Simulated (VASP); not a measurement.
# MgO (P-6m2) in VASP: single point with r2SCAN

Aim: the single point of MgO with r2SCAN.

Program: VASP 6.6.1. These are calculated values, not measurements. Logs are shortened: lines on timing, memory, paths and dates and some standing lists are left out, and cuts for length are marked.

### Step 1. The cell of the first run

It takes space group P-6m2 (No. 187, hexagonal). Conventional cell: a = 2.964 Å, b = 2.964 Å, c = 2.703 Å, α = 90.00°, β = 90.00°, γ = 120.00°. Within 3.0 Å of Mg (site symmetry -6m2) lie 6 O at 2.18 Å and 8 Mg at 2.70 to 2.96 Å. O (site symmetry -6m2) has 6 Mg at 2.18 Å and 8 O at 2.70 to 2.96 Å within 3.0 Å.

### Step 2. Single point, r2SCAN

POSCAR

```
MgO
1.0
    2.9639079814      0.0000000000      0.0000000000
   -1.4819534863      2.5668197851      0.0000000000
    0.0000000000      0.0000000000      2.7032907320
Mg O
1 1
Direct
    0.0000000000      0.0000000000      0.0000000000
    0.3333333333      0.6666666667      0.5000000000
```

INCAR.step1

```
  PREC = Accurate
  ENCUT = 920
  ISMEAR = 0
  SIGMA = 0.01
  LREAL = F
  LASPH = T
  NELM = 120
  NBANDS = 15
  GGA = PE
  ALGO = Normal
  EDIFF = 1E-5
  LWAVE = T
  LCHARG = F
  GGA_COMPAT = F
```

INCAR.step2

```
  PREC = Accurate
  ENCUT = 920
  EDIFF = 1E-6
  ISMEAR = 0
  SIGMA = 0.01
  LREAL = F
  LASPH = T
  NELM = 120
  ALGO = Normal
  ISIF = 2
  LWAVE = F
  LCHARG = F
  METAGGA = R2SCAN
  LMIXTAU = T
  NBANDS = 15
  ISTART = 1
  GGA_COMPAT = F
```

KPOINTS

```
regular mesh
0
Gamma
  12 12 8
```

Potentials or basis: VASP PAW PBE potentials, release 64 (Mg_sv, O).

Launch:

```sh
> cat potpaw_PBE.64/Mg_sv/POTCAR potpaw_PBE.64/O/POTCAR > POTCAR
> cp INCAR.step1 INCAR
> mpirun -np 1 vasp_std > vasp.out
> cp INCAR.step2 INCAR
> mpirun -np 1 vasp_std > vasp.out
```

OUTCAR:

```text
PREC = Accurate
   ENCUT = 920
   EDIFF = 1E-6
   ISMEAR = 0
   LREAL = F
   LASPH = T
   NELM = 120
   ISIF = 2
   METAGGA = R2SCAN
   ISTART = 1

 ion  position               nearest neighbor table
   1  0.000  0.000  0.000-
   2  0.333  0.667  0.500-

  LATTYP: Found a hexagonal cell.
 ALAT       =     2.9639079814
 C/A-ratio  =     0.9120697231

  Lattice vectors:

 A1 = (   2.9639079814,   0.0000000000,   0.0000000000)
 A2 = (  -1.4819534863,   2.5668197851,   0.0000000000)
 A3 = (   0.0000000000,   0.0000000000,   2.7032907320)

Analysis of symmetry for initial positions (statically):
=====================================================================
 Subroutine PRICEL returns:
 Original cell was already a primitive cell.

 Routine SETGRP: Setting up the symmetry group for a
 hexagonal supercell.

 Subroutine GETGRP returns: Found 12 space group operations
 (whereof 12 operations were pure point group operations)
 out of a pool of 24 trial point group operations.

The static configuration has the point symmetry D_3h.

Analysis of symmetry for dynamics (positions and initial velocities):
=====================================================================
 Subroutine PRICEL returns:
 Original cell was already a primitive cell.

 Routine SETGRP: Setting up the symmetry group for a
 hexagonal supercell.

 Subroutine GETGRP returns: Found 12 space group operations
 (whereof 12 operations were pure point group operations)
 out of a pool of 24 trial point group operations.

The dynamic configuration has the point symmetry D_3h.

 Subroutine INISYM returns: Found 12 space group operations
 (whereof 12 operations are pure point group operations),
 and found     1 'primitive' translations

----------------------------------------------------------------------------------------

                                     Primitive cell

  volume of cell :      20.5661

  direct lattice vectors                    reciprocal lattice vectors
     2.963907981  0.000000000  0.000000000     0.337392391  0.194793508  0.000000000
    -1.481953486  2.566819785  0.000000000     0.000000000  0.389587148  0.000000000
     0.000000000  0.000000000  2.703290732     0.000000000  0.000000000  0.369919516

  length of vectors
     2.963907981  2.963907884  2.703290732     0.389587135  0.389587148  0.369919516

  position of ions in fractional coordinates (direct lattice)
     0.000000000  0.000000000  0.000000000
     0.333333333  0.666666667  0.500000000

  ion indices of the primitive-cell ions
   primitive index   ion index
                 1           1
                 2           2

----------------------------------------------------------------------------------------

 KPOINTS: regular mesh

Automatic generation of k-mesh.
 Grid dimensions read from file:
 generate k-points for:   12   12    8

 Generating k-lattice:

  Cartesian coordinates                     Fractional coordinates (reciprocal lattice)
     0.028116033  0.016232792  0.000000000     0.083333333  0.000000000  0.000000000
     0.000000000  0.032465596  0.000000000     0.000000000  0.083333333  0.000000000
     0.000000000  0.000000000  0.046239940     0.000000000  0.000000000  0.125000000

  Length of vectors
     0.032465595  0.032465596  0.046239940

  Shift w.r.t. Gamma in fractional coordinates (k-lattice)
     0.000000000  0.000000000  0.000000000

 Subroutine IBZKPT returns following result:
 ===========================================

 Found     95 irreducible k-points:

 Following reciprocal coordinates:
            Coordinates               Weight
  0.000000  0.000000  0.000000      1.000000
  0.083333  0.000000  0.000000      6.000000
  0.166667  0.000000  0.000000      6.000000
  0.250000  0.000000  0.000000      6.000000
  0.333333  0.000000  0.000000      6.000000
  0.416667  0.000000  0.000000      6.000000
[... 16 lines left out ...]
  0.250000  0.000000  0.125000     12.000000
  0.333333  0.000000  0.125000     12.000000
 [... further k-points ...]
   k-points           NKPTS =     95   k-points in BZ     NKDIM =     95   number of bands    NBANDS=     15
   number of dos      NEDOS =    301   number of ions     NIONS =      2
   total plane-waves  NPLWV =  25200
   dimension x,y,z NGX =    30 NGY =   30 NGZ =   28
   dimension x,y,z NGXF=    60 NGYF=   60 NGZF=   56
   ions per type =               1   1
   NGX,Y,Z   is equivalent  to a cutoff of  16.83, 16.83, 17.22 a.u.
   NGXF,Y,Z  is equivalent  to a cutoff of  33.65, 33.65, 34.44 a.u.
 SYSTEM =  unknown system
   PREC   = accura    normal or accurate (medium, high low for compatibility)
   ISTART =      1    job   : 0-new  1-cont  2-samecut
   ICHARG =      0    charge: 1-file 2-atom 10-const
   ISPIN  =      1    spin polarized calculation?
   LNONCOLLINEAR =      F non collinear calculations
   LSORBIT =      F    spin-orbit coupling
   LASPH  =      T    aspherical Exc in radial PAW
   ENCUT  =  920.0 eV  67.62 Ry    8.22 a.u.   7.33  7.33  6.69*2*pi/ulx,y,z
   NELM   =    120;   NELMIN=  2; NELMDL=  0     # of ELM steps
   EDIFF  = 0.1E-05   stopping-criterion for ELM
   LREAL  =      F    real-space projection
   EDIFFG = 0.1E-04   stopping-criterion for IOM
   NSW    =      0    number of steps for IOM
   IBRION =     -1    ionic relax: 0-MD 1-quasi-New 2-CG
   NFREE  =      0    steps in history (QN), initial steepest desc. (CG)
   ISIF   =      2    stress and relaxation
   ISYM   =      2    0-nonsym 1-usesym 2-fastsym
   POTIM  = 0.5000    time-step for ionic-motion
   TEBEG  =    0.0;   TEEND  =   0.0 temperature during run
   PSTRESS=    0.0 pullay stress
   NELECT =      16.0000    total number of electrons
   NUPDOWN=      -1.0000    fix difference up-down
   EMIN   =  10.00;   EMAX   =-10.00  energy-range for DOS
   EFERMI =   0.00;   METHOD = LEGACY
   ISMEAR =     0;   SIGMA  =   0.01  broadening in eV -4-tet -1-fermi 0-gaus
   EFERMI_NEDOS =   21; number of points for ismear=-14 and -15
   IALGO  =     38    algorithm
   IMIX   =      4    mixing-type and parameters
     AMIX     =   0.40;   BMIX     =  1.00
     AMIX_MAG =   1.60;   BMIX_MAG =  1.00
  volume/ion in A,a.u.               =      10.28        69.39
  Fermi-wavevector in a.u.,A,eV,Ry     =   1.505673  2.845309 30.845087  2.267050
  Thomas-Fermi vector in A             =   2.616491
   LORBIT       =      0    0 simple, 1 ext, 2 COOP (PROOUT), +10 PAW based schemes
   METAGGA = R2SCAN    functional components
   LHFCALC =     F    Hartree Fock is set to
   AEXX    =    0.0000 exact exchange contribution
   IVDW    =     0    specifies the selected vdW correction
   LEPSILON=     F    determine dielectric tensor
   LRPA    =     F    only Hartree local field effects (RPA)
 non-spin polarized calculation
 Gauss-broadening in eV      SIGMA  =   0.01
  energy-cutoff  :      920.00
  volume of cell :       20.57
 maximum number of plane-waves:      1334
 NGX is ok and might be reduce to    30
   NGX = 15   NGY = 15   NGZ = 13

 number of electron      16.0000002 magnetization

 Free energy of the ion-electron system (eV)
  ---------------------------------------------------
  ext. energy  EPLUGINS =         0.00000000
  ---------------------------------------------------
  free energy    TOTEN  =       -15.38337105 eV

  energy without entropy =      -15.38337105  energy(sigma->0) =      -15.38337105

 E-fermi :   2.6092     XC(G=0): -11.4933

 val. band max:        2.5127549341   @ k =   0.3333   0.3333   0.0000
 cond. band min:       6.1165977170   @ k =   0.0000   0.0000   0.0000
 fundamental gap:      3.6038427829
 Fermi energy:         2.6091784383

 k-point     1 :       0.0000    0.0000    0.0000
  band No.  band energies     occupation
      1     -73.6783      2.00000
      2     -38.7815      2.00000
      3     -38.7815      2.00000
      4     -38.7216      2.00000
      5     -15.7369      2.00000
      6       1.9092      2.00000
      7       1.9092      2.00000
      8       2.1126      2.00000
      9       6.1166      0.00000
     10      15.3237      0.00000
     11      18.9255      0.00000
     12      18.9255      0.00000
     13      23.3520      0.00000
     14      24.3983      0.00000
     15      26.1641      0.00000

 k-point     2 :       0.0833    0.0000    0.0000
  band No.  band energies     occupation
      1     -73.6779      2.00000
      2     -38.7856      2.00000
      3     -38.7824      2.00000
      4     -38.7212      2.00000
      5     -15.6790      2.00000
      6       1.4597      2.00000
      7       1.8573      2.00000
      8       2.1349      2.00000
      9       6.5553      0.00000
     10      15.3363      0.00000
     11      18.1942      0.00000
     12      19.1132      0.00000
     13      24.2651      0.00000
     14      24.2814      0.00000
     15      26.2304      0.00000

 k-point     3 :       0.1667    0.0000    0.0000
  band No.  band energies     occupation
      1     -73.6769      2.00000
      2     -38.7969      2.00000
      3     -38.7850      2.00000
      4     -38.7198      2.00000
      5     -15.5167      2.00000
      6       0.4928      2.00000
      7       1.7192      2.00000
      8       2.1967      2.00000
      9       7.4929      0.00000
     10      15.0850      0.00000
     11      17.3734      0.00000
     12      19.6133      0.00000
     13      23.8891      0.00000
     14      24.6360      0.00000
     15      26.6487      0.00000

 k-point     4 :       0.2500    0.0000    0.0000
  band No.  band energies     occupation
      1     -73.6755      2.00000
      2     -38.8122      2.00000
      3     -38.7885      2.00000
      4     -38.7180      2.00000
      5     -15.2841      2.00000
      6      -0.5460      2.00000
      7       1.5387      2.00000
      8       2.2834      2.00000
      9       8.4831      0.00000
     10      14.3820      0.00000
     11      17.2469      0.00000
     12      20.2527      0.00000
     13      23.3520      0.00000
     14      24.3449      0.00000
     15      27.4215      0.00000
[... 307 lines left out ...]
 k-point    22 :       0.1667    0.0000    0.1250
  band No.  band energies     occupation
      1     -73.6756      2.00000
      2     -38.7952      2.00000
      3     -38.7835      2.00000
      4     -38.7345      2.00000
      5     -15.3935      2.00000
      6       0.5021      2.00000
      7       1.4163      2.00000
      8       1.7884      2.00000
      9       8.1194      0.00000
     10      15.1627      0.00000
     11      17.6685      0.00000
     12      19.7483      0.00000
     13      22.2286      0.00000
     14      25.4646      0.00000
     15      26.1056      0.00000

 k-point    23 :       0.2500    0.0000    0.1250
  band No.  band energies     occupation
      1     -73.6743      2.00000
      2     -38.8103      2.00000
      3     -38.7870      2.00000
      4     -38.7324      2.00000
      5     -15.1700      2.00000
      6      -0.4350      2.00000
      7       1.5126      2.00000
      8       1.6072      2.00000
      9       8.9733      0.00000
     10      14.4843      0.00000
     11      17.6120      0.00000
     12      20.2675      0.00000
     13      21.1171      0.00000
     14      25.9454      0.00000
     15      26.7565      0.00000

 k-point    24 :       0.3333    0.0000    0.1250
  band No.  band energies     occupation
      1     -73.6729      2.00000
      2     -38.8254      2.00000
      3     -38.7905      2.00000
      4     -38.7303      2.00000
      5     -14.9330      2.00000
      6      -1.2799      2.00000
      7       1.4344      2.00000
      8       1.6542      2.00000
      9       9.6281      0.00000
     10      13.8962      0.00000
     11      17.6084      0.00000
     12      20.5368      0.00000
     13      20.6561      0.00000
     14      26.7364      0.00000
     15      27.3058      0.00000

 [... further k-points ...]
[... 5 lines left out ...]
  --------------------------------------------------------------------------------------
  -------------------------------------------------------------------------------------
  Total       -0.9916548     -0.9916549     -1.2032808     -0.0000002      0.0000000      0.0000000
  in kB      -77.2535136    -77.2535243    -93.7399531     -0.0000152      0.0000000      0.0000000
  external PRESSURE =     -82.7489970 kB  Pullay stress =       0.0000000 kB

 VOLUME and BASIS-vectors are now :
 -----------------------------------------------------------------------------
  energy-cutoff  :      920.00
  volume of cell :       20.57
      direct lattice vectors                 reciprocal lattice vectors
     2.963907981  0.000000000  0.000000000     0.337392391  0.194793508  0.000000000
    -1.481953486  2.566819785  0.000000000     0.000000000  0.389587148  0.000000000
     0.000000000  0.000000000  2.703290732     0.000000000  0.000000000  0.369919516

 POSITION                                       TOTAL-FORCE (eV/Angst)
 -----------------------------------------------------------------------------------
      0.00000      0.00000      0.00000         0.000000      0.000000      0.000000
      0.00000      1.71121      1.35165        -0.000000      0.000000      0.000000
 -----------------------------------------------------------------------------------
    total drift:                                0.000007     -0.000002     -0.000000

  FREE ENERGIE OF THE ION-ELECTRON SYSTEM (eV)
  ---------------------------------------------------
  free  energy   TOTEN  =       -15.3833710538 eV

  energy  without entropy=      -15.3833710538  energy(sigma->0) =      -15.38337105
```

Wall time 4.4 min (1 thread of Intel Xeon Platinum 8259CL at 2.50GHz (Skylake/Cascade Lake), shared host); peak memory 0.21 GiB.

What came out:

* Free energy: -15.3834 eV
* Pressure: -8.3 GPa
* Band gap on the k mesh: 3.60 eV (least direct gap 4.00 eV)

Caveat: the cell stands under tension; the PAW data sets were made with another functional, which shifts forces and pressure a little.
